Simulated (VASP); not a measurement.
Input of a VASP 6.6.1 run:

File INCAR:

```
PREC     = Accurate       # precision mode
ENCUT    = 520            # plane-wave cutoff, eV
EDIFF    = 1E-6           # SCF threshold, eV
ISMEAR   = -1             # smearing method
SIGMA    = 0.02           # smearing width, eV
LREAL    = False          # projectors in reciprocal space
LASPH    = True           # aspherical terms in the spheres
NELM     = 60             # most SCF steps
ALGO     = Normal         # electronic algorithm
ISIF     = 2              # what is computed and relaxed
LWAVE    = False          # write WAVECAR
LCHARG   = False          # write CHGCAR
GGA      = PE             # functional
NBANDS   = 36             # bands
```

Contents of KPOINTS:

```
Automatic mesh
0
Gamma
  8 8 8
```

The input POSCAR:

```
In3SbAs2
1.0
   -2.2137426656      6.6405999821      3.1259825558
    2.2137426656     -6.6405999821      3.1259825558
    2.2137426656      6.6405999821     -3.1259825558
As In Sb
2 3 1
Direct
    0.3324505664      0.0007185960      0.3317319703
    0.6689866257      0.0007185960      0.6682680297
    0.5645207708      0.7392722302      0.8252485406
    0.9140236896      0.7392722302      0.1747514594
    0.2720702644      0.7720702644      0.5000000000
   -0.0020519170     -0.0020519170      0.0000000000
```

Potentials or basis: VASP PAW PBE potentials, release 64 (As, In_d, Sb).

The run is started by

```console
$ cat potpaw_PBE.64/As/POTCAR potpaw_PBE.64/In_d/POTCAR potpaw_PBE.64/Sb/POTCAR > POTCAR
$ mpirun -np 1 vasp_std > vasp.out
```

Predict the band gap on the k mesh.

0.02 eV (least direct gap 0.12 eV).

Predict the pressure.

1.8 GPa.

Forces on the atoms (eV/Å):
```
As   0.000  0.006  0.015
As   0.000 -0.006  0.015
In   0.000  0.013 -0.002
In   0.000 -0.013 -0.002
In   0.000  0.000 -0.013
Sb   0.000  0.000 -0.013
```

Caveat: semilocal functionals underestimate gaps, and a narrow one can read as zero; spin-orbit coupling is left out, which moves the levels of the heavy elements. A k mesh can miss the band edges.
